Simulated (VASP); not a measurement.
# Al4TlCl (F-43m) in VASP: single point with r2SCAN

Aim: the single point of Al4TlCl with r2SCAN.

Program: VASP 6.6.1. These are calculated values, not measurements. Logs are shortened: lines on timing, memory, paths and dates and some standing lists are left out, and cuts for length are marked.

## 1. The cell of the first run

It takes space group F-43m (No. 216, cubic). Conventional cell: a = 8.214 Å, b = 8.214 Å, c = 8.214 Å, α = 90.00°, β = 90.00°, γ = 90.00°. Tl (site symmetry -43m) has 12 Al at 3.40 Å and 6 Cl at 4.11 Å within 4.5 Å. Cl (site symmetry -43m) has 4 Al at 1.81 Å within 2.4 Å. Within 2.4 Å of Al (site symmetry 3m) lie 1 Cl at 1.81 Å.

## 2. Single point, r2SCAN

Input file POSCAR:

```
Al4TlCl
1.0
    0.0000000000      4.1070410000      4.1070410000
    4.1070410000      0.0000000000      4.1070410000
    4.1070410000      4.1070410000      0.0000000000
Tl Cl Al
1 1 4
Direct
    0.5000000000      0.5000000000      0.5000000000
    0.0000000000      0.0000000000      0.0000000000
    0.1270000000      0.1270000000      0.1270000000
    0.6190000000      0.1270000000      0.1270000000
    0.1270000000      0.1270000000      0.6190000000
    0.1270000000      0.6190000000      0.1270000000
```

Input file INCAR.step1:

```
ALGO = Normal ; EDIFF = 1E-4
ENCUT = 520 ; GGA = PE
ISMEAR = -1 ; LASPH = True
LCHARG = False ; LREAL = False
LWAVE = True ; NBANDS = 25
NELM = 60 ; PREC = Accurate
SIGMA = 0.1
```

Input file INCAR.step2:

```
ALGO = Normal ; EDIFF = 1E-7
ENCUT = 520 ; ISIF = 2
ISMEAR = -1 ; ISTART = 1
LASPH = True ; LCHARG = True
LELF = True ; LMIXTAU = True
LREAL = False ; LVHAR = True
LWAVE = False ; METAGGA = R2SCAN
NBANDS = 25 ; NELM = 60
PREC = Accurate ; SIGMA = 0.1
```

Input file KPOINTS:

```
k-points
0
Gamma
  7 7 7
```

Potentials or basis: VASP PAW PBE potentials, release 64 (Tl_d, Cl, Al).

On the command line:

```
$ cat potpaw_PBE.64/Tl_d/POTCAR potpaw_PBE.64/Cl/POTCAR potpaw_PBE.64/Al/POTCAR > POTCAR
$ cp INCAR.step1 INCAR
$ mpirun -np 1 vasp_std > vasp.out
$ cp INCAR.step2 INCAR
$ mpirun -np 1 vasp_std > vasp.out
```

OUTCAR:

```text
EDIFF = 1E-7
   ENCUT = 520
   ISIF = 2
   ISMEAR = -1
   ISTART = 1
   LASPH = True
   LREAL = False
   METAGGA = R2SCAN
   NELM = 60
   PREC = Accurate

 ion  position               nearest neighbor table
   1  0.500  0.500  0.500-   4 3.40   5 3.40   6 3.40   3 3.40   3 3.40   3 3.40   6 3.40   4 3.40
                             6 3.40   5 3.40   4 3.40   5 3.40
   2  0.000  0.000  0.000-   4 1.81   5 1.81   6 1.81   3 1.81
   3  0.127  0.127  0.127-   2 1.81   4 2.86   5 2.86   6 2.86   5 2.95   6 2.95   4 2.95   1 3.40
                             1 3.40   1 3.40
   4  0.619  0.127  0.127-   2 1.81   3 2.86   5 2.86   6 2.86   5 2.95   6 2.95   3 2.95   1 3.40
                             1 3.40   1 3.40
   5  0.127  0.127  0.619-   2 1.81   3 2.86   4 2.86   6 2.86   3 2.95   6 2.95   4 2.95   1 3.40
                             1 3.40   1 3.40
   6  0.127  0.619  0.127-   2 1.81   3 2.86   4 2.86   5 2.86   3 2.95   5 2.95   4 2.95   1 3.40
                             1 3.40   1 3.40

  LATTYP: Found a face centered cubic cell.
 ALAT       =     8.2140820000

  Lattice vectors:

 A1 = (   0.0000000000,   4.1070410000,   4.1070410000)
 A2 = (   4.1070410000,   0.0000000000,   4.1070410000)
 A3 = (   4.1070410000,   4.1070410000,   0.0000000000)

Analysis of symmetry for initial positions (statically):
=====================================================================
 Subroutine PRICEL returns:
 Original cell was already a primitive cell.

 Routine SETGRP: Setting up the symmetry group for a
 face centered cubic supercell.

 Subroutine GETGRP returns: Found 24 space group operations
 (whereof 24 operations were pure point group operations)
 out of a pool of 48 trial point group operations.

The static configuration has the point symmetry T_d .

Analysis of symmetry for dynamics (positions and initial velocities):
=====================================================================
 Subroutine PRICEL returns:
 Original cell was already a primitive cell.

 Routine SETGRP: Setting up the symmetry group for a
 face centered cubic supercell.

 Subroutine GETGRP returns: Found 24 space group operations
 (whereof 24 operations were pure point group operations)
 out of a pool of 48 trial point group operations.

The dynamic configuration has the point symmetry T_d .

 Subroutine INISYM returns: Found 24 space group operations
 (whereof 24 operations are pure point group operations),
 and found     1 'primitive' translations

----------------------------------------------------------------------------------------

                                     Primitive cell

  volume of cell :     138.5534

  direct lattice vectors                    reciprocal lattice vectors
     0.000000000  4.107041000  4.107041000    -0.121742150  0.121742150  0.121742150
     4.107041000  0.000000000  4.107041000     0.121742150 -0.121742150  0.121742150
     4.107041000  4.107041000  0.000000000     0.121742150  0.121742150 -0.121742150

  length of vectors
     5.808233083  5.808233083  5.808233083     0.210863589  0.210863589  0.210863589

  position of ions in fractional coordinates (direct lattice)
     0.500000000  0.500000000  0.500000000
     0.000000000  0.000000000  0.000000000
     0.127000000  0.127000000  0.127000000
     0.619000000  0.127000000  0.127000000
     0.127000000  0.127000000  0.619000000
     0.127000000  0.619000000  0.127000000

  ion indices of the primitive-cell ions
   primitive index   ion index
                 1           1
                 2           2
                 3           3
                 4           4
                 5           5
                 6           6

----------------------------------------------------------------------------------------

 KPOINTS: k-points

Automatic generation of k-mesh.
 Grid dimensions read from file:
 generate k-points for:    7    7    7

 Generating k-lattice:

  Cartesian coordinates                     Fractional coordinates (reciprocal lattice)
    -0.017391736  0.017391736  0.017391736     0.142857143  0.000000000  0.000000000
     0.017391736 -0.017391736  0.017391736     0.000000000  0.142857143  0.000000000
     0.017391736  0.017391736 -0.017391736     0.000000000  0.000000000  0.142857143

  Length of vectors
     0.030123370  0.030123370  0.030123370

  Shift w.r.t. Gamma in fractional coordinates (k-lattice)
     0.000000000  0.000000000  0.000000000

 Subroutine IBZKPT returns following result:
 ===========================================

 Found     20 irreducible k-points:

 Following reciprocal coordinates:
            Coordinates               Weight
  0.000000  0.000000  0.000000      1.000000
  0.142857  0.000000  0.000000      8.000000
  0.285714  0.000000  0.000000      8.000000
  0.428571  0.000000  0.000000      8.000000
  0.142857  0.142857  0.000000      6.000000
  0.285714  0.142857  0.000000     24.000000
[... 12 lines left out ...]
 -0.428571  0.428571  0.142857     24.000000
 -0.285714  0.428571  0.142857     24.000000
   k-points           NKPTS =     20   k-points in BZ     NKDIM =     20   number of bands    NBANDS=     25
   number of dos      NEDOS =    301   number of ions     NIONS =      6
   total plane-waves  NPLWV = 110592
   dimension x,y,z NGX =    48 NGY =   48 NGZ =   48
   dimension x,y,z NGXF=    96 NGYF=   96 NGZF=   96
   ions per type =               1   1   4
   NGX,Y,Z   is equivalent  to a cutoff of  13.74, 13.74, 13.74 a.u.
   NGXF,Y,Z  is equivalent  to a cutoff of  27.48, 27.48, 27.48 a.u.
 SYSTEM =  unknown system
   PREC   = accura    normal or accurate (medium, high low for compatibility)
   ISTART =      1    job   : 0-new  1-cont  2-samecut
   ICHARG =      0    charge: 1-file 2-atom 10-const
   ISPIN  =      1    spin polarized calculation?
   LNONCOLLINEAR =      F non collinear calculations
   LSORBIT =      F    spin-orbit coupling
   LASPH  =      T    aspherical Exc in radial PAW
   ENCUT  =  520.0 eV  38.22 Ry    6.18 a.u.  10.80 10.80 10.80*2*pi/ulx,y,z
   NELM   =     60;   NELMIN=  2; NELMDL=  0     # of ELM steps
   EDIFF  = 0.1E-06   stopping-criterion for ELM
   LREAL  =      F    real-space projection
   EDIFFG = 0.1E-05   stopping-criterion for IOM
   NSW    =      0    number of steps for IOM
   IBRION =     -1    ionic relax: 0-MD 1-quasi-New 2-CG
   NFREE  =      0    steps in history (QN), initial steepest desc. (CG)
   ISIF   =      2    stress and relaxation
   ISYM   =      2    0-nonsym 1-usesym 2-fastsym
   POTIM  = 0.5000    time-step for ionic-motion
   TEBEG  =    0.0;   TEEND  =   0.0 temperature during run
   PSTRESS=    0.0 pullay stress
   NELECT =      32.0000    total number of electrons
   NUPDOWN=      -1.0000    fix difference up-down
   EMIN   =  10.00;   EMAX   =-10.00  energy-range for DOS
   EFERMI =   0.00;   METHOD = LEGACY
   ISMEAR =    -1;   SIGMA  =   0.10  broadening in eV -4-tet -1-fermi 0-gaus
   EFERMI_NEDOS =   21; number of points for ismear=-14 and -15
   IALGO  =     38    algorithm
   IMIX   =      4    mixing-type and parameters
     AMIX     =   0.40;   BMIX     =  1.00
     AMIX_MAG =   1.60;   BMIX_MAG =  1.00
  volume/ion in A,a.u.               =      23.09       155.83
  Fermi-wavevector in a.u.,A,eV,Ry     =   1.004429  1.898095 13.726606  1.008877
  Thomas-Fermi vector in A             =   2.137044
   LORBIT       =      0    0 simple, 1 ext, 2 COOP (PROOUT), +10 PAW based schemes
   METAGGA = R2SCAN    functional components
   LHFCALC =     F    Hartree Fock is set to
   AEXX    =    0.0000 exact exchange contribution
   IVDW    =     0    specifies the selected vdW correction
   LEPSILON=     F    determine dielectric tensor
   LRPA    =     F    only Hartree local field effects (RPA)
 non-spin polarized calculation
  energy-cutoff  :      520.00
  volume of cell :      138.55
 maximum number of plane-waves:      3746
 NGX is ok and might be reduce to    48
   NGX = 21   NGY = 21   NGZ = 21

 number of electron      32.0000001 magnetization

 Free energy of the ion-electron system (eV)
  ---------------------------------------------------
  ext. energy  EPLUGINS =         0.00000000
  ---------------------------------------------------
  free energy    TOTEN  =       -71.20297196 eV

  energy without entropy =      -71.13278784  energy(sigma->0) =      -71.16787990

 E-fermi :   5.3699     XC(G=0):  -9.5690

 val. band max:        5.3022086773   @ k =  -0.4286   0.4286   0.0000
 cond. band min:       5.4344378192   @ k =  -0.1429   0.1429   0.0000
 fundamental gap:      0.1322291419
 Fermi energy:         5.3698793346

 k-point     1 :       0.0000    0.0000    0.0000
  band No.  band energies     occupation
      1     -19.2512      2.00000
      2      -7.3562      2.00000
      3      -7.3562      2.00000
      4      -7.3562      2.00000
      5      -6.1074      2.00000
      6      -6.1074      2.00000
[... 17 lines left out ...]
     24      11.3374      0.00000
     25      11.3374      0.00000

 k-point     2 :       0.1429    0.0000    0.0000
  band No.  band energies     occupation
      1     -19.2501      2.00000
      2      -7.3883      2.00000
      3      -7.3648      2.00000
      4      -7.3648      2.00000
      5      -6.0983      2.00000
      6      -6.0983      2.00000
[... 17 lines left out ...]
     24      10.9464      0.00000
     25      10.9464      0.00000

 k-point     3 :       0.2857    0.0000    0.0000
  band No.  band energies     occupation
      1     -19.2476      2.00000
      2      -7.4569      2.00000
      3      -7.3837      2.00000
      4      -7.3837      2.00000
      5      -6.0804      2.00000
      6      -6.0791      2.00000
[... 440 lines left out ...]
 k-point    19 :      -0.4286    0.4286    0.1429
  band No.  band energies     occupation
      1     -19.2439      2.00000
      2      -7.4848      2.00000
      3      -7.4111      2.00000
      4      -7.4054      2.00000
      5      -6.1034      2.00000
      6      -6.0888      2.00000
[... 17 lines left out ...]
     24       9.9060      0.00000
     25      10.4793      0.00000

 k-point    20 :      -0.2857    0.4286    0.1429
  band No.  band energies     occupation
      1     -19.2437      2.00000
      2      -7.4803      2.00000
      3      -7.4254      2.00000
      4      -7.4098      2.00000
      5      -6.1032      2.00000
      6      -6.0840      2.00000
[... 17 lines left out ...]
     24      10.1120      0.00000
     25      10.8387      0.00000

------------------------ aborting loop because EDIFF is reached ----------------------------------------

  FORCE on cell =-STRESS in cart. coord.  units (eV):
  Direction    XX          YY          ZZ          XY          YZ          ZX
  --------------------------------------------------------------------------------------
  -------------------------------------------------------------------------------------
  Total       26.6635423     26.6635423     26.6635423      0.0000000     -0.0000000      0.0000000
  in kB      308.3268298    308.3268298    308.3268298      0.0000000     -0.0000000      0.0000000
  external PRESSURE =     308.3268298 kB  Pullay stress =       0.0000000 kB

 VOLUME and BASIS-vectors are now :
 -----------------------------------------------------------------------------
  energy-cutoff  :      520.00
  volume of cell :      138.55
      direct lattice vectors                 reciprocal lattice vectors
     0.000000000  4.107041000  4.107041000    -0.121742150  0.121742150  0.121742150
     4.107041000  0.000000000  4.107041000     0.121742150 -0.121742150  0.121742150
     4.107041000  4.107041000  0.000000000     0.121742150  0.121742150 -0.121742150

 POSITION                                       TOTAL-FORCE (eV/Angst)
 -----------------------------------------------------------------------------------
      4.10704      4.10704      4.10704         0.000000      0.000000      0.000000
      0.00000      0.00000      0.00000         0.000000      0.000000      0.000000
      1.04319      1.04319      1.04319         7.722416      7.722416      7.722416
      1.04319      3.06385      3.06385         7.722416     -7.722416     -7.722416
      3.06385      3.06385      1.04319        -7.722416     -7.722416      7.722416
      3.06385      1.04319      3.06385        -7.722416      7.722416     -7.722416
 -----------------------------------------------------------------------------------
    total drift:                                0.000003      0.000003      0.000003

  FREE ENERGIE OF THE ION-ELECTRON SYSTEM (eV)
  ---------------------------------------------------
  free  energy   TOTEN  =       -71.2029719558 eV

  energy  without entropy=      -71.1327878355  energy(sigma->0) =      -71.16787990
```

It took 2.9 min on 1 thread of Intel Xeon 6975P-C (Granite Rapids), shared host; peak memory 0.39 GiB.

Results:

| Property | Result |
| --- | --- |
| Free energy | -71.2030 eV |
| Pressure | 30.8 GPa |
| Largest force | 13.376 eV/Å |
| Band gap on the k mesh | 0.13 eV, indirect (least direct gap 0.31 eV) |

Forces on the atoms (eV/Å):
```
Tl   0.000  0.000  0.000
Cl   0.000  0.000  0.000
Al   7.722  7.722  7.722
Al   7.722 -7.722 -7.722
Al  -7.722 -7.722  7.722
Al  -7.722  7.722 -7.722
```

Caveat: the PAW data sets were made with another functional, which shifts forces and pressure a little; spin-orbit coupling is left out, which moves the levels of the heavy elements. A k mesh can miss the band edges.
